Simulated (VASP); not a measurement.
# ZrB (Fm-3m) in VASP: further runs

Aim: see how the results for ZrB move with the level of theory and the settings. Levels: PBE, LDA. Tasks: single point.

Program: VASP 6.6.1. These are calculated values, not measurements. Logs are shortened: lines on timing, memory, paths and dates and some standing lists are left out, and cuts for length are marked.

## 1. The cell of the first run

It takes space group Fm-3m (No. 225, cubic). Conventional cell: a = 4.650 Å, b = 4.650 Å, c = 4.650 Å, α = 90.00°, β = 90.00°, γ = 90.00°. Zr (site symmetry m-3m) has 6 B at 2.33 Å within 3.1 Å. B (site symmetry m-3m) has 6 Zr at 2.33 Å within 3.1 Å.

## 2. Single point, PBE

Contents of INCAR:

```
SYSTEM = ZrB
PREC     = Accurate       ! precision mode
ENCUT    = 500            ! plane-wave cutoff, eV
EDIFF    = 1E-6           ! SCF threshold, eV
ISMEAR   = 0              ! smearing method
SIGMA    = 0.05           ! smearing width, eV
LREAL    = .False.        ! projectors in reciprocal space
LASPH    = .True.         ! aspherical terms in the spheres
NELM     = 120            ! most SCF steps
ALGO     = Normal         ! electronic algorithm
ISIF     = 2              ! what is computed and relaxed
LWAVE    = .False.        ! write WAVECAR
LCHARG   = .True.         ! write CHGCAR
GGA      = PE             ! functional
LELF     = .True.         ! ELF
LVHAR    = .True.       
NBANDS   = 14             ! bands
GGA_COMPAT= .False.
```

Contents of KPOINTS:

```
regular mesh
0
Gamma
  8 8 8
  0 0 0
```

Contents of POSCAR:

```
ZrB
1.0
    0.0000000000      2.3250013489      2.3250013489
    2.3250013489      0.0000000000      2.3250013489
    2.3250013489      2.3250013489      0.0000000000
Zr B
1 1
Direct
    0.5000000000      0.5000000000      0.5000000000
    0.0000000000      0.0000000000      0.0000000000
```

Potentials or basis: VASP PAW PBE potentials, release 64 (Zr_sv, B).

Run with:

```bash
cat potpaw_PBE.64/Zr_sv/POTCAR potpaw_PBE.64/B/POTCAR > POTCAR
mpirun -np 1 vasp_std > vasp.out
```

OUTCAR:

```text
SYSTEM = ZrB
   PREC = Accurate
   ENCUT = 500
   EDIFF = 1E-6
   ISMEAR = 0
   LREAL = .False.
   LASPH = .True.
   NELM = 120
   ISIF = 2
   GGA = PE

 ion  position               nearest neighbor table
   1  0.500  0.500  0.500-   2 2.33   2 2.33   2 2.33   2 2.33   2 2.33   2 2.33
   2  0.000  0.000  0.000-   1 2.33   1 2.33   1 2.33   1 2.33   1 2.33   1 2.33

  LATTYP: Found a face centered cubic cell.
 ALAT       =     4.6500026978

  Lattice vectors:

 A1 = (   0.0000000000,   2.3250013489,   2.3250013489)
 A2 = (   2.3250013489,   0.0000000000,   2.3250013489)
 A3 = (   2.3250013489,   2.3250013489,   0.0000000000)

Analysis of symmetry for initial positions (statically):
=====================================================================
 Subroutine PRICEL returns:
 Original cell was already a primitive cell.

 Routine SETGRP: Setting up the symmetry group for a
 face centered cubic supercell.

 Subroutine GETGRP returns: Found 48 space group operations
 (whereof 48 operations were pure point group operations)
 out of a pool of 48 trial point group operations.

The static configuration has the point symmetry O_h .

Analysis of symmetry for dynamics (positions and initial velocities):
=====================================================================
 Subroutine PRICEL returns:
 Original cell was already a primitive cell.

 Routine SETGRP: Setting up the symmetry group for a
 face centered cubic supercell.

 Subroutine GETGRP returns: Found 48 space group operations
 (whereof 48 operations were pure point group operations)
 out of a pool of 48 trial point group operations.

The dynamic configuration has the point symmetry O_h .

 Subroutine INISYM returns: Found 48 space group operations
 (whereof 48 operations are pure point group operations),
 and found     1 'primitive' translations

----------------------------------------------------------------------------------------

                                     Primitive cell

  volume of cell :      25.1362

  direct lattice vectors                    reciprocal lattice vectors
     0.000000000  2.325001349  2.325001349    -0.215053639  0.215053639  0.215053639
     2.325001349  0.000000000  2.325001349     0.215053639 -0.215053639  0.215053639
     2.325001349  2.325001349  0.000000000     0.215053639  0.215053639 -0.215053639

  length of vectors
     3.288048440  3.288048440  3.288048440     0.372483829  0.372483829  0.372483829

  position of ions in fractional coordinates (direct lattice)
     0.500000000  0.500000000  0.500000000
     0.000000000  0.000000000  0.000000000

  ion indices of the primitive-cell ions
   primitive index   ion index
                 1           1
                 2           2

----------------------------------------------------------------------------------------

 KPOINTS: regular mesh

Automatic generation of k-mesh.
 Grid dimensions read from file:
 generate k-points for:    8    8    8

 Generating k-lattice:

  Cartesian coordinates                     Fractional coordinates (reciprocal lattice)
    -0.026881705  0.026881705  0.026881705     0.125000000  0.000000000  0.000000000
     0.026881705 -0.026881705  0.026881705     0.000000000  0.125000000  0.000000000
     0.026881705  0.026881705 -0.026881705     0.000000000  0.000000000  0.125000000

  Length of vectors
     0.046560479  0.046560479  0.046560479

  Shift w.r.t. Gamma in fractional coordinates (k-lattice)
     0.000000000  0.000000000  0.000000000

 Subroutine IBZKPT returns following result:
 ===========================================

 Found     29 irreducible k-points:

 Following reciprocal coordinates:
            Coordinates               Weight
  0.000000  0.000000  0.000000      1.000000
  0.125000  0.000000  0.000000      8.000000
  0.250000  0.000000  0.000000      8.000000
  0.375000  0.000000  0.000000      8.000000
  0.500000  0.000000  0.000000      4.000000
  0.125000  0.125000  0.000000      6.000000
[... 16 lines left out ...]
  0.500000  0.250000  0.125000     48.000000
 -0.375000  0.250000  0.125000     24.000000
 [... further k-points ...]
   k-points           NKPTS =     29   k-points in BZ     NKDIM =     29   number of bands    NBANDS=     14
   number of dos      NEDOS =    301   number of ions     NIONS =      2
   total plane-waves  NPLWV =  13824
   dimension x,y,z NGX =    24 NGY =   24 NGZ =   24
   dimension x,y,z NGXF=    48 NGYF=   48 NGZF=   48
   ions per type =               1   1
   NGX,Y,Z   is equivalent  to a cutoff of  12.13, 12.13, 12.13 a.u.
   NGXF,Y,Z  is equivalent  to a cutoff of  24.27, 24.27, 24.27 a.u.
 SYSTEM =  ZrB
   PREC   = accura    normal or accurate (medium, high low for compatibility)
   ISTART =      0    job   : 0-new  1-cont  2-samecut
   ICHARG =      2    charge: 1-file 2-atom 10-const
   ISPIN  =      1    spin polarized calculation?
   LNONCOLLINEAR =      F non collinear calculations
   LSORBIT =      F    spin-orbit coupling
   LASPH  =      T    aspherical Exc in radial PAW
   ENCUT  =  500.0 eV  36.75 Ry    6.06 a.u.   5.99  5.99  5.99*2*pi/ulx,y,z
   NELM   =    120;   NELMIN=  2; NELMDL= -5     # of ELM steps
   EDIFF  = 0.1E-05   stopping-criterion for ELM
   LREAL  =      F    real-space projection
   EDIFFG = 0.1E-04   stopping-criterion for IOM
   NSW    =      0    number of steps for IOM
   IBRION =     -1    ionic relax: 0-MD 1-quasi-New 2-CG
   NFREE  =      0    steps in history (QN), initial steepest desc. (CG)
   ISIF   =      2    stress and relaxation
   ISYM   =      2    0-nonsym 1-usesym 2-fastsym
   POTIM  = 0.5000    time-step for ionic-motion
   TEBEG  =    0.0;   TEEND  =   0.0 temperature during run
   PSTRESS=    0.0 pullay stress
   NELECT =      15.0000    total number of electrons
   NUPDOWN=      -1.0000    fix difference up-down
   EMIN   =  10.00;   EMAX   =-10.00  energy-range for DOS
   EFERMI =   0.00;   METHOD = LEGACY
   ISMEAR =     0;   SIGMA  =   0.05  broadening in eV -4-tet -1-fermi 0-gaus
   EFERMI_NEDOS =   21; number of points for ismear=-14 and -15
   IALGO  =     38    algorithm
   IMIX   =      4    mixing-type and parameters
     AMIX     =   0.40;   BMIX     =  1.00
     AMIX_MAG =   1.60;   BMIX_MAG =  1.00
  volume/ion in A,a.u.               =      12.57        84.81
  Fermi-wavevector in a.u.,A,eV,Ry     =   1.378284  2.604579 25.846535  1.899667
  Thomas-Fermi vector in A             =   2.503360
   LORBIT       =      0    0 simple, 1 ext, 2 COOP (PROOUT), +10 PAW based schemes
   GGA     = PE    functional components
   LHFCALC =     F    Hartree Fock is set to
   AEXX    =    0.0000 exact exchange contribution
   IVDW    =     0    specifies the selected vdW correction
   LEPSILON=     F    determine dielectric tensor
   LRPA    =     F    only Hartree local field effects (RPA)
 non-spin polarized calculation
 Gauss-broadening in eV      SIGMA  =   0.05
  energy-cutoff  :      500.00
  volume of cell :       25.14
 maximum number of plane-waves:       652
   NGX = 11   NGY = 11   NGZ = 11

 number of electron      15.0000000 magnetization

 Free energy of the ion-electron system (eV)
  ---------------------------------------------------
  ext. energy  EPLUGINS =         0.00000000
  ---------------------------------------------------
  free energy    TOTEN  =       -15.57309565 eV

  energy without entropy =      -15.57111674  energy(sigma->0) =      -15.57210619

 E-fermi :   9.0519     XC(G=0): -12.2197

 val. band max:        9.0144352238   @ k =   0.5000   0.2500   0.0000
 cond. band min:       9.0836301628   @ k =   0.2500   0.1250   0.0000
 fundamental gap:      0.0691949389
 Fermi energy:         9.0518929857

 k-point     1 :       0.0000    0.0000    0.0000
  band No.  band energies     occupation
      1     -37.7594      2.00000
      2     -15.4996      2.00000
      3     -15.4996      2.00000
      4     -15.4996      2.00000
      5       0.6938      2.00000
      6      10.9413      0.00000
      7      10.9413      0.00000
      8      10.9413      0.00000
      9      12.7202      0.00000
     10      12.7202      0.00000
     11      12.8482      0.00000
     12      12.8482      0.00000
     13      12.8482      0.00000
     14      20.1585      0.00000

 k-point     2 :       0.1250    0.0000    0.0000
  band No.  band energies     occupation
      1     -37.7420      2.00000
      2     -15.6495      2.00000
      3     -15.5136      2.00000
      4     -15.5136      2.00000
      5       1.1141      2.00000
      6       9.8534      0.00000
      7      10.3577      0.00000
      8      10.3577      0.00000
      9      11.6564      0.00000
     10      11.6564      0.00000
     11      13.3420      0.00000
     12      15.3316      0.00000
     13      15.3316      0.00000
     14      21.1612      0.00000

 k-point     3 :       0.2500    0.0000    0.0000
  band No.  band energies     occupation
      1     -37.6997      2.00000
      2     -15.9958      2.00000
      3     -15.5469      2.00000
      4     -15.5469      2.00000
      5       2.2177      2.00000
      6       8.1493      2.00000
      7       8.8872      2.00000
      8       8.8872      2.00000
      9      12.6015      0.00000
     10      12.6015      0.00000
     11      13.9380      0.00000
     12      18.2024      0.00000
     13      18.2024      0.00000
     14      22.0099      0.00000
[... 324 lines left out ...]
 k-point    23 :       0.5000    0.2500    0.1250
  band No.  band energies     occupation
      1     -37.6333      2.00000
      2     -16.2404      2.00000
      3     -15.8271      2.00000
      4     -15.6494      2.00000
      5       3.8069      2.00000
      6       6.4063      2.00000
      7       8.1004      2.00000
      8       8.4913      2.00000
      9      12.7930      0.00000
     10      15.1125      0.00000
     11      15.9311      0.00000
     12      17.9516      0.00000
     13      20.2446      0.00000
     14      22.4831      0.00000

 k-point    24 :      -0.3750    0.2500    0.1250
  band No.  band energies     occupation
      1     -37.6189      2.00000
      2     -16.3168      2.00000
      3     -15.8525      2.00000
      4     -15.6784      2.00000
      5       4.2814      2.00000
      6       5.9876      2.00000
      7       8.0773      2.00000
      8       8.2721      2.00000
      9      14.0775      0.00000
     10      14.1900      0.00000
     11      15.9256      0.00000
     12      19.7783      0.00000
     13      19.9646      0.00000
     14      21.1074      0.00000

 [... further k-points ...]

------------------------ aborting loop because EDIFF is reached ----------------------------------------

  FORCE on cell =-STRESS in cart. coord.  units (eV):
  Direction    XX          YY          ZZ          XY          YZ          ZX
  --------------------------------------------------------------------------------------
  -------------------------------------------------------------------------------------
  Total        5.5312185      5.5312185      5.5312185      0.0000000      0.0000000     -0.0000000
  in kB      352.5589735    352.5589735    352.5589735      0.0000000      0.0000000     -0.0000000
  external PRESSURE =     352.5589735 kB  Pullay stress =       0.0000000 kB

 VOLUME and BASIS-vectors are now :
 -----------------------------------------------------------------------------
  energy-cutoff  :      500.00
  volume of cell :       25.14
      direct lattice vectors                 reciprocal lattice vectors
     0.000000000  2.325001349  2.325001349    -0.215053639  0.215053639  0.215053639
     2.325001349  0.000000000  2.325001349     0.215053639 -0.215053639  0.215053639
     2.325001349  2.325001349  0.000000000     0.215053639  0.215053639 -0.215053639

 POSITION                                       TOTAL-FORCE (eV/Angst)
 -----------------------------------------------------------------------------------
      2.32500      2.32500      2.32500        -0.000000     -0.000000     -0.000000
      0.00000      0.00000      0.00000         0.000000      0.000000      0.000000
 -----------------------------------------------------------------------------------
    total drift:                               -0.000000     -0.000000      0.000000

  FREE ENERGIE OF THE ION-ELECTRON SYSTEM (eV)
  ---------------------------------------------------
  free  energy   TOTEN  =       -15.5730956508 eV

  energy  without entropy=      -15.5711167367  energy(sigma->0) =      -15.57210619
```

Wall time 14 s (1 thread of Intel Xeon Platinum 8259CL at 2.50GHz (Skylake/Cascade Lake), shared host); peak memory 0.14 GiB.

What came out:

```yaml
Free_energy: -15.5731 eV
Pressure: 35.3 GPa
Band_gap_on_the_k_mesh: zero (an odd number of electrons rules out a gap without spin polarisation)
```

Caveat: the cell stands under pressure.

## 3. Single point, LDA (14.08 Å³/atom)

This run uses another cell than the first one, of 14.08 Å³/atom.

Contents of INCAR:

```
PREC = Accurate
ENCUT = 500
EDIFF = 1E-6
ISMEAR = 0
SIGMA = 0.05
LREAL = F
LASPH = T
NELM = 120
ALGO = Normal
ISIF = 2
LWAVE = F
LCHARG = F
NBANDS = 14
GGA_COMPAT = F
```

Contents of KPOINTS:

```
Automatic mesh
0
Gamma
  8 8 8
```

Contents of POSCAR:

```
ZrB
1.0
    0.0000000000      2.4145111582      2.4145111582
    2.4145111582      0.0000000000      2.4145111582
    2.4145111582      2.4145111582      0.0000000000
Zr B
1 1
Direct
    0.5000000000      0.5000000000      0.5000000000
    0.0000000000      0.0000000000      0.0000000000
```

Potentials or basis: VASP PAW LDA potentials, release 64 (Zr_sv, B).

Run with:

```bash
cat potpaw_LDA.64/Zr_sv/POTCAR potpaw_LDA.64/B/POTCAR > POTCAR
mpirun -np 1 vasp_std > vasp.out
```

Run time: 21 s. Hardware: 1 thread of Intel Xeon Platinum 8259CL at 2.50GHz (Skylake/Cascade Lake), shared host; peak memory 0.14 GiB.

The run converged. Its results:

* Free energy: -17.5140 eV
* Pressure: 0.7 GPa
* Band gap on the k mesh: zero (an odd number of electrons rules out a gap without spin polarisation)

Levels at points of the mesh, in eV from the Fermi level:
| k point | band 4 | band 5 | band 6 | band 7 | band 8 | band 9 | band 10 | band 11 | band 12 | band 13 |
| --- | --- | --- | --- | --- | --- | --- | --- | --- | --- | --- |
| (0.00, 0.00, 0.00) | -24.98 | -8.05 | 1.72 | 1.72 | 1.72 | 3.26 | 3.26 | 3.51 | 3.51 | 3.51 |
| (0.50, 0.00, 0.00) | -25.05 | -3.93 | -3.90 | -1.26 | -1.26 | 4.99 | 4.99 | 6.35 | 7.75 | 11.82 |
| (0.50, 0.50, 0.00) | -25.21 | -6.12 | -0.92 | -0.64 | 2.17 | 2.17 | 4.77 | 5.97 | 5.97 | 9.10 |

## 4. Single point, LDA (14.10 Å³/atom)

This run uses another cell than the first one, of 14.10 Å³/atom.

Contents of INCAR:

```
SYSTEM = ZrB
  ALGO = Normal
  EDIFF = 1E-6
  ENCUT = 500
  GGA_COMPAT = .False.
  ISIF = 2
  ISMEAR = 0
  LASPH = .True.
  LCHARG = .False.
  LREAL = .False.
  LWAVE = .False.
  NBANDS = 14
  NELM = 120
  PREC = Accurate
  SIGMA = 0.05
```

Contents of KPOINTS:

```
k-points
0
Gamma
  8 8 8
  0 0 0
```

Contents of POSCAR:

```
ZrB
1.0
    0.0000000000      2.4159670567      2.4159670567
    2.4159670567      0.0000000000      2.4159670567
    2.4159670567      2.4159670567      0.0000000000
Zr B
1 1
Direct
    0.5000000000      0.5000000000      0.5000000000
    0.0000000000      0.0000000000      0.0000000000
```

Run with:

```bash
cat potpaw_LDA.64/Zr_sv/POTCAR potpaw_LDA.64/B/POTCAR > POTCAR
mpirun -np 1 vasp_std > vasp.out
```

Run time: 21 s. Hardware: 1 thread of Intel Xeon Platinum 8259CL at 2.50GHz (Skylake/Cascade Lake), shared host; peak memory 0.14 GiB.

It converged, with:

- Free energy: -17.5142 eV
- Pressure: 0.4 GPa
- Band gap on the k mesh: zero (an odd number of electrons rules out a gap without spin polarisation)

Levels at points of the mesh, in eV from the Fermi level:
```
           k point  band 4  band 5  band 6  band 7  band 8  band 9  band 10  band 11  band 12  band 13
(0.00, 0.00, 0.00)  -24.99   -8.04    1.71    1.71    1.71    3.25     3.25     3.51     3.51     3.51
(0.50, 0.00, 0.00)  -25.06   -3.93   -3.90   -1.25   -1.25    4.98     4.98     6.33     7.74    11.79
(0.50, 0.50, 0.00)  -25.22   -6.11   -0.92   -0.65    2.17    2.17     4.76     5.96     5.96     9.07
```

## 5. The runs side by side

| level | potentials or basis | cell | gap on the mesh (eV) | pressure (GPa) |
| --- | --- | --- | --- | --- |
| PBE | VASP PAW PBE potentials, release 64 (Zr_sv, B) | a = 3.288 Å, angles 60.0°, 2 atoms | none | 35.3 |
| LDA | VASP PAW LDA potentials, release 64 (Zr_sv, B) | a = 3.415 Å, angles 60.0°, 2 atoms | none | 0.7 |
| LDA | VASP PAW LDA potentials, release 64 (Zr_sv, B) | a = 3.417 Å, angles 60.0°, 2 atoms | none | 0.4 |

Alike in all rows: task single point; no spin polarisation; k mesh 8 × 8 × 8; cutoff (eV) 500; smearing gaussian 0.05 eV.

Caveats: the cell stands under pressure (at least some runs).

Absolute energies hang on the potentials; compare differences alone.
